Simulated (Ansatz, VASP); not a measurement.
**SrO in VASP and in Ansatz**

File INCAR:

```
PREC     = Accurate       # precision mode
ENCUT    = 600            # plane-wave cutoff, eV
EDIFF    = 1E-6           # SCF threshold, eV
ISMEAR   = 0              # smearing method
SIGMA    = 0.01           # smearing width, eV
LREAL    = F              # projectors in reciprocal space
LASPH    = T              # aspherical terms in the spheres
NELM     = 120            # most SCF steps
ALGO     = Normal         # electronic algorithm
ISIF     = 2              # what is computed and relaxed
LWAVE    = F              # write WAVECAR
LCHARG   = T              # write CHGCAR
GGA      = PS             # functional
LELF     = T              # ELF
LVHAR    = T            
NBANDS   = 15             # bands
GGA_COMPAT= F
```

Contents of KPOINTS:

```
Automatic mesh
0
Gamma
  10 10 10
```

File POSCAR:

```
SrO
1.0
    0.0000000000      2.5613322646      2.5613322646
    2.5613322646      0.0000000000      2.5613322646
    2.5613322646      2.5613322646      0.0000000000
Sr O
1 1
Direct
    0.0000000000      0.0000000000      0.0000000000
    0.5000000000      0.5000000000      0.5000000000
```

Input for Ansatz:

```yaml
crystal:
  lattice:
    - [0.0, 2.5613322646, 2.5613322646]
    - [2.5613322646, 0.0, 2.5613322646]
    - [2.5613322646, 2.5613322646, 0.0]
  atoms:
    - { symbol: Sr, position: [0.0, 0.0, 0.0] }
    - { symbol: O, position: [0.5, 0.5, 0.5] }
basis:
  ecutwfc: 420
kpoints:
  mp_grid: { grid: [10, 10, 10] }
  band_path:
    path:
      - [0.0, 0.0, 0.0]
      - [0.0, 0.0, 0.0]
      - [0.0, 0.0, 0.0]
      - [0.0, 0.0, 0.0]
      - [0.0, 0.0, 0.0]
      - [0.0, 0.0, 0.0]
      - [0.0, 0.0, 0.0]
      - [0.0, 0.0, 0.0]
      - [0.0, 0.0, 0.0]
      - [0.0, 0.0, 0.0]
      - [0.0, 0.0, 0.0]
      - [0.0, 0.0, 0.0]
      - [0.0, 0.0, 0.0]
      - [0.0, 0.0, 0.0]
      - [0.0, 0.0, 0.0]
      - [0.0, 0.0, 0.0]
      - [0.0, 0.0, 0.0]
      - [0.0, 0.0, 0.0]
      - [0.0, 0.0, 0.0]
      - [0.0, 0.0, 0.0]
      - [0.0, 0.0, 0.0]
      - [0.0, 0.0, 0.0]
      - [0.0, 0.0, 0.0]
      - [0.0, 0.0, 0.0]
      - [0.0, 0.0, 0.0]
      - [0.0, 0.0, 0.0]
      - [0.3, 0.3, 0.0]
      - [0.3166666667, 0.3166666667, 0.0]
      - [0.3333333333, 0.3333333333, 0.0]
      - [0.35, 0.35, 0.0]
      - [0.3666666667, 0.3666666667, 0.0]
      - [0.3833333333, 0.3833333333, 0.0]
      - [0.4, 0.4, 0.0]
      - [0.4166666667, 0.4166666667, 0.0]
      - [0.4333333333, 0.4333333333, 0.0]
      - [0.45, 0.45, 0.0]
      - [0.4666666667, 0.4666666667, 0.0]
      - [0.4833333333, 0.4833333333, 0.0]
      - [0.5, 0.5, 0.0]
      - [0.5, 0.5, 0.5]
      - [0.5, 0.5, 0.5]
      - [0.5, 0.5, 0.5]
      - [0.5, 0.5, 0.5]
      - [0.5, 0.5, 0.5]
      - [0.5, 0.5, 0.5]
      - [0.5, 0.5, 0.5]
      - [0.5, 0.5, 0.5]
      - [0.5, 0.5, 0.5]
      - [0.5, 0.5, 0.5]
      - [0.5, 0.5, 0.5]
      - [0.5, 0.5, 0.5]
      - [0.5, 0.5, 0.5]
      - [0.5, 0.5, 0.5]
      - [0.5, 0.5, 0.5]
      - [0.5, 0.5, 0.5]
      - [0.5, 0.5, 0.5]
      - [0.5, 0.5, 0.5]
      - [0.5, 0.5, 0.5]
      - [0.5, 0.5, 0.5]
      - [0.5, 0.5, 0.5]
      - [0.5, 0.5, 0.5]
      - [0.5, 0.5, 0.5]
      - [0.5, 0.5, 0.5]
      - [0.5, 0.5, 0.5]
      - [0.5, 0.5, 0.5]
    npoints: 1
hamiltonian:
  xc: pbesol
  pseudopotentials: { kind: paw, azcp: { folder: soft_1 } }
scf:
  occupations: { method: fixed }
  n_extra_bands: 5
output:
  eigenvalues: true
```

Alike in both runs: task single point; functional PBEsol; k mesh 10 × 10 × 10; no spin polarisation.

|  | VASP | Ansatz |
| --- | --- | --- |
| version | VASP 6.6.1 | Ansatz 0.2.0 |
| potentials or method | VASP PAW PBE potentials, release 64 (Sr_sv, O), cutoff 600 eV | scalar-relativistic, plane waves, PAW |
| occupations | gaussian, width 0.01 eV | fixed |
| valence electrons in the cell | 16 | 16 |

VASP gave:

| Item | Value |
| --- | --- |
| gap on the k mesh at the Fermi level (eV) | 3.15 |
| least direct gap on the mesh (eV) | 3.23 |

Which values does Ansatz return?

gap on the k mesh at the Fermi level (eV): 3.20; least direct gap on the mesh (eV): 3.27.

VASP's potentials were made for PBE, not for PBEsol, and Ansatz warns of the same on its side.
